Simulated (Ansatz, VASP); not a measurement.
# Al2BN3 in VASP and in Ansatz

```xyz
12
Lattice="2.9677 0.0000 0.0000 -1.4839 2.5701 0.0000 0.0000 0.0000 14.4053" Properties=species:S:1:pos:R:3 pbc="T T T"
Al    1.4839    0.8567    9.5786
Al    0.0000    1.7134    2.3741
Al    0.0000    1.7134    6.9995
Al    0.0000    1.7134   12.1555
B     1.4839    0.8567    0.1871
B     1.4839    0.8567    4.8114
N     1.4839    0.8567    1.7068
N     1.4839    0.8567    6.3312
N     1.4839    0.8567   11.4609
N     0.0000    1.7134    4.2808
N     0.0000    1.7134    8.8817
N     0.0000    1.7134   14.0629
```

Alike in both runs: task relaxation of cell and atoms; functional PBE; k mesh 6 × 6 × 2; occupations gaussian, width 0.1 eV; no spin polarisation.

|  | VASP | Ansatz |
| --- | --- | --- |
| version | VASP 6.6.1 | Ansatz 0.2.0 |
| potentials or method | VASP PAW PBE potentials, release 64 (Al, B, N), cutoff 600 eV | scalar-relativistic, plane waves, PAW |
| valence electrons in the cell | 48 | 48 |

```csv
,VASP,Ansatz,Ansatz less VASP
"gap on the k mesh at the Fermi level, each at its own relaxed structure (eV)",4.32,4.31,-0.009
relaxed volume (Å³/atom),9.16,9.16,0.000
relaxed length of the cell vector where the two differ most in proportion (Å),2.968,2.968,0.0000
```

Noted on VASP's run: the relaxation stopped at its first step, so nothing moved.
